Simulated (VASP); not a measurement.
# Ag (Fm-3m) in VASP: density of states with PBE

Aim: the density of states of Ag with PBE.

All numbers are computed with VASP 6.6.1; they aren't measurements. Logs are shortened: lines on timing, memory, paths and dates and some standing lists are left out, and cuts for length are marked.

## Step 1: The cell of the first run

The structure is cubic, space group Fm-3m (No. 225). The conventional cell has a = 4.145 Å, b = 4.145 Å, c = 4.145 Å, α = 90.00°, β = 90.00°, γ = 90.00°. Within 3.9 Å of Ag (site symmetry m-3m) lie 12 Ag at 2.93 Å.

## Step 2: Density of states, PBE, non-collinear spin, zero start, spin-orbit coupling

POSCAR reads:

```
Ag
1.0
    0.0000000000      2.0725556827      2.0725556827
    2.0725556827      0.0000000000      2.0725556827
    2.0725556827      2.0725556827      0.0000000000
Ag
1
Direct
    0.0000000000      0.0000000000      0.0000000000
```

INCAR.step1 reads:

```
PREC = Accurate
ENCUT = 520
EDIFF = 1E-7
ISMEAR = 0
SIGMA = 0.05
LREAL = F
LASPH = T
NELM = 150
ALGO = Fast
ISIF = 2
LWAVE = F
LCHARG = T
LNONCOLLINEAR = T
MAGMOM = 0 0 0
LSORBIT = T
GGA_COMPAT = F
LORBMOM = T
LMAXMIX = 4
GGA = PE
NBANDS = 22
```

KPOINTS.step1 reads:

```
Automatic mesh
0
Gamma
  18 18 18
```

INCAR.step2 reads:

```
PREC = Accurate
ENCUT = 520
EDIFF = 1E-7
ISMEAR = -5
SIGMA = 0.05
LREAL = F
LASPH = T
NELM = 150
ALGO = Fast
ISIF = 2
LWAVE = F
LCHARG = F
LNONCOLLINEAR = T
MAGMOM = 0 0 0
LORBIT = 11
LSORBIT = T
GGA_COMPAT = F
LORBMOM = T
LMAXMIX = 4
GGA = PE
NBANDS = 22
NEDOS = 2001
ICHARG = 11
```

KPOINTS.step2 reads:

```
Automatic mesh
0
Gamma
  27 27 27
```

Potentials or basis: VASP PAW PBE potentials, release 64 (Ag).

Launch:

```bash
cat potpaw_PBE.64/Ag/POTCAR > POTCAR
cp INCAR.step1 INCAR
cp KPOINTS.step1 KPOINTS
mpirun -np 1 vasp_ncl > vasp.out
cp INCAR.step2 INCAR
cp KPOINTS.step2 KPOINTS
mpirun -np 1 vasp_ncl > vasp.out
```

OUTCAR:

```text
PREC = Accurate
   ENCUT = 520
   EDIFF = 1E-7
   ISMEAR = -5
   LREAL = F
   LASPH = T
   NELM = 150
   ISIF = 2
   LNONCOLLINEAR = T
   LORBIT = 11
   LSORBIT = T
   GGA = PE
   ICHARG = 11

 ion  position               nearest neighbor table
   1  0.000  0.000  0.000-

  LATTYP: Found a face centered cubic cell.
 ALAT       =     4.1451113654

  Lattice vectors:

 A1 = (   0.0000000000,   2.0725556827,   2.0725556827)
 A2 = (   2.0725556827,   0.0000000000,   2.0725556827)
 A3 = (   2.0725556827,   2.0725556827,   0.0000000000)

Analysis of symmetry for initial positions (statically):
=====================================================================
 Subroutine PRICEL returns:
 Original cell was already a primitive cell.

 Routine SETGRP: Setting up the symmetry group for a
 face centered cubic supercell.

 Subroutine GETGRP returns: Found 48 space group operations
 (whereof 48 operations were pure point group operations)
 out of a pool of 48 trial point group operations.

The static configuration has the point symmetry O_h .

Analysis of symmetry for dynamics (positions and initial velocities):
=====================================================================
 Subroutine PRICEL returns:
 Original cell was already a primitive cell.

 Routine SETGRP: Setting up the symmetry group for a
 face centered cubic supercell.

 Subroutine GETGRP returns: Found 48 space group operations
 (whereof 48 operations were pure point group operations)
 out of a pool of 48 trial point group operations.

The dynamic configuration has the point symmetry O_h .

Analysis of structural, dynamic, and magnetic symmetry:
=====================================================================
 Subroutine PRICEL returns:
 Original cell was already a primitive cell.

 Routine SETGRP: Setting up the symmetry group for a
 face centered cubic supercell.

 Subroutine GETGRP returns: Found 48 space group operations
 (whereof 48 operations were pure point group operations)
 out of a pool of 48 trial point group operations.

The overall configuration has the point symmetry O_h .

 Subroutine INISYM returns: Found 48 space group operations
 (whereof 48 operations are pure point group operations),
 and found     1 'primitive' translations

----------------------------------------------------------------------------------------

                                     Primitive cell

  volume of cell :      17.8053

  direct lattice vectors                    reciprocal lattice vectors
     0.000000000  2.072555683  2.072555683    -0.241248042  0.241248042  0.241248042
     2.072555683  0.000000000  2.072555683     0.241248042 -0.241248042  0.241248042
     2.072555683  2.072555683  0.000000000     0.241248042  0.241248042 -0.241248042

  length of vectors
     2.931036355  2.931036355  2.931036355     0.417853866  0.417853866  0.417853866

  position of ions in fractional coordinates (direct lattice)
     0.000000000  0.000000000  0.000000000

  ion indices of the primitive-cell ions
   primitive index   ion index
                 1           1

----------------------------------------------------------------------------------------

 KPOINTS: Automatic mesh

Automatic generation of k-mesh.
 Grid dimensions read from file:
 generate k-points for:   27   27   27

 Generating k-lattice:

  Cartesian coordinates                     Fractional coordinates (reciprocal lattice)
    -0.008935113  0.008935113  0.008935113     0.037037037  0.000000000  0.000000000
     0.008935113 -0.008935113  0.008935113     0.000000000  0.037037037  0.000000000
     0.008935113  0.008935113 -0.008935113     0.000000000  0.000000000  0.037037037

  Length of vectors
     0.015476069  0.015476069  0.015476069
[... 41 lines left out ...]
   dimension x,y,z NGX =    24 NGY =   24 NGZ =   24
   dimension x,y,z NGXF=    48 NGYF=   48 NGZF=   48
   ions per type =               1
   NGX,Y,Z   is equivalent  to a cutoff of  13.61, 13.61, 13.61 a.u.
   NGXF,Y,Z  is equivalent  to a cutoff of  27.23, 27.23, 27.23 a.u.
 SYSTEM =  unknown system
   PREC   = accura    normal or accurate (medium, high low for compatibility)
   ISTART =      0    job   : 0-new  1-cont  2-samecut
   ICHARG =     11    charge: 1-file 2-atom 10-const
   ISPIN  =      1    spin polarized calculation?
   LNONCOLLINEAR =      T non collinear calculations
   LSORBIT =      T    spin-orbit coupling
   LASPH  =      T    aspherical Exc in radial PAW
   ENCUT  =  520.0 eV  38.22 Ry    6.18 a.u.   5.45  5.45  5.45*2*pi/ulx,y,z
   NELM   =    150;   NELMIN=  2; NELMDL=  0     # of ELM steps
   EDIFF  = 0.1E-06   stopping-criterion for ELM
   LREAL  =      F    real-space projection
   EDIFFG = 0.1E-05   stopping-criterion for IOM
   NSW    =      0    number of steps for IOM
   IBRION =     -1    ionic relax: 0-MD 1-quasi-New 2-CG
   NFREE  =      0    steps in history (QN), initial steepest desc. (CG)
   ISIF   =      2    stress and relaxation
   ISYM   =      2    0-nonsym 1-usesym 2-fastsym
   POTIM  = 0.5000    time-step for ionic-motion
   TEBEG  =    0.0;   TEEND  =   0.0 temperature during run
   PSTRESS=    0.0 pullay stress
   NELECT =      11.0000    total number of electrons
   NUPDOWN=      -1.0000    fix difference up-down
   EMIN   =  10.00;   EMAX   =-10.00  energy-range for DOS
   EFERMI =   0.00;   METHOD = LEGACY
   ISMEAR =    -5;   SIGMA  =   0.05  broadening in eV -4-tet -1-fermi 0-gaus
   EFERMI_NEDOS =   21; number of points for ismear=-14 and -15
   IALGO  =     68    algorithm
   IMIX   =      4    mixing-type and parameters
     AMIX     =   0.40;   BMIX     =  1.00
     AMIX_MAG =   1.60;   BMIX_MAG =  1.00
  volume/ion in A,a.u.               =      17.81       120.16
  Fermi-wavevector in a.u.,A,eV,Ry     =   1.394300  2.634845 26.450707  1.944072
  Thomas-Fermi vector in A             =   2.517862
   LORBIT       =     11    0 simple, 1 ext, 2 COOP (PROOUT), +10 PAW based schemes
   GGA     = PE    functional components
   LHFCALC =     F    Hartree Fock is set to
   AEXX    =    0.0000 exact exchange contribution
   IVDW    =     0    specifies the selected vdW correction
   LEPSILON=     F    determine dielectric tensor
   LRPA    =     F    only Hartree local field effects (RPA)
 RMM-DIIS sequential band-by-band and
 Fermi weights with tetrahedron method with Bloechl corrections
  energy-cutoff  :      520.00
  volume of cell :       17.81
 maximum number of plane-waves:      1062
 NGX is ok and might be reduce to    24

 number of electron      11.0000000 magnetization      -0.0000000     -0.0000000     -0.0000000

 Free energy of the ion-electron system (eV)
  ---------------------------------------------------
  ext. energy  EPLUGINS =         0.00000000
  ---------------------------------------------------
  free energy    TOTEN  =        -2.74426543 eV

  energy without entropy =       -2.74426543  energy(sigma->0) =       -2.74426543

 E-fermi :   7.8854     XC(G=0): -11.9542

 val. band max:        7.8573230424   @ k =  -0.3333   0.1852   0.0741
 cond. band min:       7.8617604919   @ k =   0.4444   0.4074   0.0370
 fundamental gap:      0.0044374495
 Fermi energy:         7.8854133096

 k-point     1 :       0.0000    0.0000    0.0000
  band No.  band energies     occupation
      1       0.3870      1.00000
      2       0.3870      1.00000
      3       3.0028      1.00000
      4       3.0028      1.00000
      5       3.0028      1.00000
      6       3.0028      1.00000
[... 589 lines left out ...]
     21      29.9642      0.00000
     22      29.9713      0.00000

 [... further k-points ...]
[... 5 lines left out ...]
  --------------------------------------------------------------------------------------
  -------------------------------------------------------------------------------------
  Total       -0.0132148     -0.0132148     -0.0132148     -0.0000000     -0.0000000      0.0000000
  in kB       -1.1891140     -1.1891140     -1.1891140     -0.0000000     -0.0000000      0.0000000
  external PRESSURE =      -1.1891140 kB  Pullay stress =       0.0000000 kB

 VOLUME and BASIS-vectors are now :
 -----------------------------------------------------------------------------
  energy-cutoff  :      520.00
  volume of cell :       17.81
      direct lattice vectors                 reciprocal lattice vectors
     0.000000000  2.072555683  2.072555683    -0.241248042  0.241248042  0.241248042
     2.072555683  0.000000000  2.072555683     0.241248042 -0.241248042  0.241248042
     2.072555683  2.072555683  0.000000000     0.241248042  0.241248042 -0.241248042

 POSITION                                       TOTAL-FORCE (eV/Angst)
 -----------------------------------------------------------------------------------
      0.00000      0.00000      0.00000         0.000000      0.000000      0.000000
 -----------------------------------------------------------------------------------
    total drift:                                0.000000     -0.000000      0.000000

  FREE ENERGIE OF THE ION-ELECTRON SYSTEM (eV)
  ---------------------------------------------------
  free  energy   TOTEN  =        -2.7442654288 eV

  energy  without entropy=       -2.7442654288  energy(sigma->0) =       -2.74426543

 orbital moment (x)

 # of ion     p       d       tot
 ----------------------------------------
  1         0.000  -0.000  -0.000
 ----------------------------------------
            0.000  -0.000  -0.000

 orbital moment (y)

 # of ion     p       d       tot
 ----------------------------------------
  1         0.000  -0.000  -0.000
 ----------------------------------------
            0.000  -0.000  -0.000

 orbital moment (z)

 # of ion     p       d       tot
 ----------------------------------------
  1         0.000   0.000   0.000
 ----------------------------------------
            0.000   0.000   0.000

 Spin-Orbit-Coupling matrix elements

 Ion:    1  E_soc:     -0.0531813
 l=   1
     0.0000000    -0.0018523    -0.0018523
    -0.0018523     0.0000000    -0.0018523
    -0.0018523    -0.0018523     0.0000000
 l=   2
     0.0000000    -0.0014846     0.0000000    -0.0014846    -0.0055266
    -0.0014846     0.0000000    -0.0041449    -0.0014846    -0.0013816
     0.0000000    -0.0041449     0.0000000    -0.0041449     0.0000000
    -0.0014846    -0.0014846    -0.0041449     0.0000000    -0.0013816
    -0.0055266    -0.0013816     0.0000000    -0.0013816     0.0000000
 l=   3
     0.0000000     0.0000000     0.0000000     0.0000000     0.0000000     0.0000000     0.0000000
     0.0000000     0.0000000     0.0000000     0.0000000     0.0000000     0.0000000     0.0000000
     0.0000000     0.0000000     0.0000000     0.0000000     0.0000000     0.0000000     0.0000000
     0.0000000     0.0000000     0.0000000     0.0000000     0.0000000     0.0000000     0.0000000
     0.0000000     0.0000000     0.0000000     0.0000000     0.0000000     0.0000000     0.0000000
     0.0000000     0.0000000     0.0000000     0.0000000     0.0000000     0.0000000     0.0000000
     0.0000000     0.0000000     0.0000000     0.0000000     0.0000000     0.0000000     0.0000000

 total charge

# of ion       s       p       d       tot
------------------------------------------
    1        0.408   0.274   9.155   9.837

 magnetization (x)

# of ion       s       p       d       tot
------------------------------------------
    1        0.000   0.000  -0.000   0.000

 magnetization (y)

# of ion       s       p       d       tot
------------------------------------------
    1        0.000  -0.000  -0.000   0.000

 magnetization (z)

# of ion       s       p       d       tot
------------------------------------------
    1       -0.000   0.000   0.000  -0.000
```

Run time: 7.9 min. Hardware: 1 thread of Oxide Virtual Turin-like, shared host; peak memory 0.4 GiB.

What came out:

```yaml
Net_moment: 0.00 μB per cell
Valence_electrons_inside_the_program's_atomic_spheres: Ag 9.84
```

Moments on the atoms (μB; x, y, z):
```
Ag  0.00 0.00 0.00
```
